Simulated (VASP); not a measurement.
# Gd (Im-3m) in VASP: single point with PBE

Aim: the single point of Gd with PBE.

Program: VASP 6.6.1. These are calculated values, not measurements. Logs are shortened: lines on timing, memory, paths and dates and some standing lists are left out, and cuts for length are marked.

### 1 The cell of the first run

It takes space group Im-3m (No. 229, cubic). Conventional cell: a = 3.815 Å, b = 3.815 Å, c = 3.815 Å, α = 90.00°, β = 90.00°, γ = 90.00°. Gd (site symmetry m-3m) has 14 Gd at 3.30 to 3.82 Å within 4.3 Å.

This isn't the form of Gd at room conditions, which is hcp.

### 2 Single point, PBE

INCAR

```
SYSTEM = Gd
PREC = Accurate
ENCUT = 690
EDIFF = 1E-6
ISMEAR = -1
SIGMA = 0.06122561905347299
LREAL = .False.
LASPH = .True.
NELM = 300
ALGO = All
ISIF = 2
LWAVE = .False.
LCHARG = .True.
GGA = PE
LVHAR = .True.
NBANDS = 15
GGA_COMPAT = .False.
LMAXMIX = 6
ISEARCH = 1
KPAR = 4
```

KPOINTS

```
Automatic mesh
0
Gamma
  20 20 20
  0 0 0
```

POSCAR

```
Gd
1.0
   -1.9077162841      1.9077162841      1.9077162841
    1.9077162841     -1.9077162841      1.9077162841
    1.9077162841      1.9077162841     -1.9077162841
Gd
1
Direct
    0.0000000000      0.0000000000      0.0000000000
```

Potentials or basis: VASP PAW PBE potentials, release 64 (Gd).

Command:

```sh
$ cat potpaw_PBE.64/Gd/POTCAR > POTCAR
$ mpirun -np 4 vasp_std > vasp.out
```

OUTCAR:

```text
SYSTEM = Gd
   PREC = Accurate
   ENCUT = 690
   EDIFF = 1E-6
   ISMEAR = -1
   LREAL = .False.
   LASPH = .True.
   NELM = 300
   ISIF = 2
   GGA = PE

 ion  position               nearest neighbor table
   1  0.000  0.000  0.000-

  LATTYP: Found a body centered cubic cell.
 ALAT       =     3.8154325682

  Lattice vectors:

 A1 = (  -1.9077162841,   1.9077162841,   1.9077162841)
 A2 = (   1.9077162841,  -1.9077162841,   1.9077162841)
 A3 = (   1.9077162841,   1.9077162841,  -1.9077162841)

Analysis of symmetry for initial positions (statically):
=====================================================================
 Subroutine PRICEL returns:
 Original cell was already a primitive cell.

 Routine SETGRP: Setting up the symmetry group for a
 body centered cubic supercell.

 Subroutine GETGRP returns: Found 48 space group operations
 (whereof 48 operations were pure point group operations)
 out of a pool of 48 trial point group operations.

The static configuration has the point symmetry O_h .

Analysis of symmetry for dynamics (positions and initial velocities):
=====================================================================
 Subroutine PRICEL returns:
 Original cell was already a primitive cell.

 Routine SETGRP: Setting up the symmetry group for a
 body centered cubic supercell.

 Subroutine GETGRP returns: Found 48 space group operations
 (whereof 48 operations were pure point group operations)
 out of a pool of 48 trial point group operations.

The dynamic configuration has the point symmetry O_h .

 Subroutine INISYM returns: Found 48 space group operations
 (whereof 48 operations are pure point group operations),
 and found     1 'primitive' translations

----------------------------------------------------------------------------------------

                                     Primitive cell

  volume of cell :      27.7716

  direct lattice vectors                    reciprocal lattice vectors
    -1.907716284  1.907716284  1.907716284     0.000000000  0.262093480  0.262093480
     1.907716284 -1.907716284  1.907716284     0.262093480  0.000000000  0.262093480
     1.907716284  1.907716284 -1.907716284     0.262093480  0.262093480  0.000000000

  length of vectors
     3.304261530  3.304261530  3.304261530     0.370656154  0.370656154  0.370656154

  position of ions in fractional coordinates (direct lattice)
     0.000000000  0.000000000  0.000000000

  ion indices of the primitive-cell ions
   primitive index   ion index
                 1           1

----------------------------------------------------------------------------------------

 KPOINTS: Automatic mesh

Automatic generation of k-mesh.
 Grid dimensions read from file:
 generate k-points for:   20   20   20

 Generating k-lattice:

  Cartesian coordinates                     Fractional coordinates (reciprocal lattice)
     0.000000000  0.013104674  0.013104674     0.050000000  0.000000000  0.000000000
     0.013104674  0.000000000  0.013104674     0.000000000  0.050000000  0.000000000
     0.013104674  0.013104674  0.000000000     0.000000000  0.000000000  0.050000000

  Length of vectors
     0.018532808  0.018532808  0.018532808

  Shift w.r.t. Gamma in fractional coordinates (k-lattice)
     0.000000000  0.000000000  0.000000000

 Subroutine IBZKPT returns following result:
 ===========================================

 Found    256 irreducible k-points:

 Following reciprocal coordinates:
            Coordinates               Weight
  0.000000  0.000000  0.000000      1.000000
  0.050000  0.000000  0.000000     12.000000
  0.100000  0.000000  0.000000     12.000000
  0.150000  0.000000  0.000000     12.000000
  0.200000  0.000000  0.000000     12.000000
  0.250000  0.000000  0.000000     12.000000
[... 16 lines left out ...]
  0.200000  0.100000 -0.000000     48.000000
  0.250000  0.100000  0.000000     48.000000
 [... further k-points ...]
   k-points           NKPTS =    256   k-points in BZ     NKDIM =    256   number of bands    NBANDS=     15
   number of dos      NEDOS =    301   number of ions     NIONS =      1
   total plane-waves  NPLWV =  21952
   dimension x,y,z NGX =    28 NGY =   28 NGZ =   28
   dimension x,y,z NGXF=    56 NGYF=   56 NGZF=   56
   ions per type =               1
   NGX,Y,Z   is equivalent  to a cutoff of  14.09, 14.09, 14.09 a.u.
   NGXF,Y,Z  is equivalent  to a cutoff of  28.18, 28.18, 28.18 a.u.
 SYSTEM =  Gd
   PREC   = accura    normal or accurate (medium, high low for compatibility)
   ISTART =      0    job   : 0-new  1-cont  2-samecut
   ICHARG =      2    charge: 1-file 2-atom 10-const
   ISPIN  =      1    spin polarized calculation?
   LNONCOLLINEAR =      F non collinear calculations
   LSORBIT =      F    spin-orbit coupling
   LASPH  =      T    aspherical Exc in radial PAW
   ENCUT  =  690.0 eV  50.71 Ry    7.12 a.u.   7.08  7.08  7.08*2*pi/ulx,y,z
   NELM   =    300;   NELMIN=  2; NELMDL= -5     # of ELM steps
   EDIFF  = 0.1E-05   stopping-criterion for ELM
   LREAL  =      F    real-space projection
   EDIFFG = 0.1E-04   stopping-criterion for IOM
   NSW    =      0    number of steps for IOM
   IBRION =     -1    ionic relax: 0-MD 1-quasi-New 2-CG
   NFREE  =      0    steps in history (QN), initial steepest desc. (CG)
   ISIF   =      2    stress and relaxation
   ISYM   =      2    0-nonsym 1-usesym 2-fastsym
   POTIM  = 0.5000    time-step for ionic-motion
   TEBEG  =    0.0;   TEEND  =   0.0 temperature during run
   PSTRESS=    0.0 pullay stress
   NELECT =      18.0000    total number of electrons
   NUPDOWN=      -1.0000    fix difference up-down
   EMIN   =  10.00;   EMAX   =-10.00  energy-range for DOS
   EFERMI =   0.00;   METHOD = LEGACY
   ISMEAR =    -1;   SIGMA  =   0.06  broadening in eV -4-tet -1-fermi 0-gaus
   EFERMI_NEDOS =   21; number of points for ismear=-14 and -15
   IALGO  =     58    algorithm
   IMIX   =      4    mixing-type and parameters
     AMIX     =   0.40;   BMIX     =  1.00
     AMIX_MAG =   1.60;   BMIX_MAG =  1.00
  volume/ion in A,a.u.               =      27.77       187.41
  Fermi-wavevector in a.u.,A,eV,Ry     =   1.416767  2.677302 27.310019  2.007230
  Thomas-Fermi vector in A             =   2.538068
   LORBIT       =      0    0 simple, 1 ext, 2 COOP (PROOUT), +10 PAW based schemes
   GGA     = PE    functional components
   LHFCALC =     F    Hartree Fock is set to
   AEXX    =    0.0000 exact exchange contribution
   IVDW    =     0    specifies the selected vdW correction
   LEPSILON=     F    determine dielectric tensor
   LRPA    =     F    only Hartree local field effects (RPA)
 non-spin polarized calculation
  energy-cutoff  :      690.00
  volume of cell :       27.77
 maximum number of plane-waves:      1160
   NGX = 15   NGY = 15   NGZ = 15

 number of electron      18.0000000 magnetization

 Free energy of the ion-electron system (eV)
  ---------------------------------------------------
  ext. energy  EPLUGINS =         0.00000000
  ---------------------------------------------------
  free energy    TOTEN  =        -4.43151162 eV

  energy without entropy =       -4.09397941  energy(sigma->0) =       -4.26274552

 E-fermi :   3.4309     XC(G=0): -10.7532

 val. band max:        3.4301313297   @ k =   0.2500   0.2500   0.1000
 cond. band min:       3.4307730418   @ k =  -0.2000   0.2500   0.1000
 fundamental gap:      0.0006417121
 Fermi energy:         3.4309422022

 k-point     1 :       0.0000    0.0000    0.0000
  band No.  band energies     occupation
      1     -38.7136      2.00000
      2     -16.0418      2.00000
      3     -16.0418      2.00000
      4     -16.0418      2.00000
      5      -0.9074      2.00000
      6       3.1971      1.95660
      7       3.1971      1.95660
      8       3.1971      1.95660
      9       3.5300      0.32749
     10       3.5300      0.32746
     11       3.5300      0.32740
     12       3.6622      0.04419
     13       6.1835      0.00000
     14       6.1833      0.00000
     15       6.1834      0.00000

 k-point     2 :       0.0500    0.0000    0.0000
  band No.  band energies     occupation
      1     -38.7095      2.00000
      2     -16.0808      2.00000
      3     -16.0529      2.00000
      4     -16.0422      2.00000
      5      -0.8129      2.00000
      6       3.1941      1.95865
      7       3.1987      1.95547
      8       3.1999      1.95460
      9       3.5228      0.36085
     10       3.5264      0.34378
     11       3.5270      0.34123
     12       3.6495      0.05405
     13       6.1768      0.00000
     14       6.2849      0.00000
     15       6.2176      0.00000

 k-point     3 :       0.1000    0.0000    0.0000
  band No.  band energies     occupation
      1     -38.6977      2.00000
      2     -16.1924      2.00000
      3     -16.0849      2.00000
      4     -16.0436      2.00000
      5      -0.5398      2.00000
      6       3.1855      1.96392
      7       3.2030      1.95226
      8       3.2085      1.94792
      9       3.5031      0.46642
     10       3.5132      0.40997
     11       3.5188      0.38078
     12       3.6218      0.08378
     13       5.9414      0.00000
     14       6.1046      0.00000
     15       6.6043      0.00000
[... 343 lines left out ...]
 k-point    23 :       0.2000    0.1000   -0.0000
  band No.  band energies     occupation
      1     -38.6215      2.00000
      2     -16.8234      2.00000
      3     -16.2716      2.00000
      4     -16.0974      2.00000
      5       1.1424      2.00000
      6       3.1503      1.97957
      7       3.2311      1.92563
      8       3.2855      1.82807
      9       3.4013      1.23177
     10       3.4399      0.92072
     11       3.4883      0.55836
     12       3.5600      0.21421
     13       5.0670      0.00000
     14       5.2869      0.00000
     15       8.0725      0.00000

 k-point    24 :       0.2500    0.1000    0.0000
  band No.  band energies     occupation
      1     -38.5965      2.00000
      2     -17.0076      2.00000
      3     -16.3487      2.00000
      4     -16.1027      2.00000
      5       1.5713      2.00000
      6       3.1683      1.97266
      7       3.2497      1.90049
      8       3.3217      1.70990
      9       3.3947      1.28231
     10       3.4187      1.09354
     11       3.4935      0.52483
     12       3.5564      0.22591
     13       4.7896      0.00000
     14       5.1679      0.00000
     15       8.2891      0.00000

 [... further k-points ...]

------------------------ aborting loop because EDIFF is reached ----------------------------------------

  FORCE on cell =-STRESS in cart. coord.  units (eV):
  Direction    XX          YY          ZZ          XY          YZ          ZX
  --------------------------------------------------------------------------------------
  -------------------------------------------------------------------------------------
  Total        0.1441817      0.1441817      0.1441817      0.0000000     -0.0000000     -0.0000000
  in kB        8.3180115      8.3180115      8.3180115      0.0000000     -0.0000000     -0.0000000
  external PRESSURE =       8.3180115 kB  Pullay stress =       0.0000000 kB

 VOLUME and BASIS-vectors are now :
 -----------------------------------------------------------------------------
  energy-cutoff  :      690.00
  volume of cell :       27.77
      direct lattice vectors                 reciprocal lattice vectors
    -1.907716284  1.907716284  1.907716284     0.000000000  0.262093480  0.262093480
     1.907716284 -1.907716284  1.907716284     0.262093480  0.000000000  0.262093480
     1.907716284  1.907716284 -1.907716284     0.262093480  0.262093480  0.000000000

 POSITION                                       TOTAL-FORCE (eV/Angst)
 -----------------------------------------------------------------------------------
      0.00000      0.00000      0.00000         0.000000      0.000000      0.000000
 -----------------------------------------------------------------------------------
    total drift:                                0.000000     -0.000000     -0.000000

  FREE ENERGIE OF THE ION-ELECTRON SYSTEM (eV)
  ---------------------------------------------------
  free  energy   TOTEN  =        -4.4315116190 eV

  energy  without entropy=       -4.0940277433  energy(sigma->0) =       -4.26276968
```

It took 92 s on 4 MPI ranks of Intel Xeon Platinum 8375C at 2.90GHz (Ice Lake), shared host; peak memory 0.44 GiB.

What came out:

```
Free energy            : -4.4315 eV
Pressure               : 0.8 GPa
Band gap on the k mesh : zero (bands 9 and 10 overlap by 0.20 eV)
```

Caveat: spin-orbit coupling is left out, which moves the levels of the heavy elements; the run has no spin polarisation, though such a crystal can be magnetic; semilocal functionals describe open f shells poorly, which spoils levels, moments and volumes. Spin polarisation is off, so any magnetic state and its effect on volume and gap are missing.
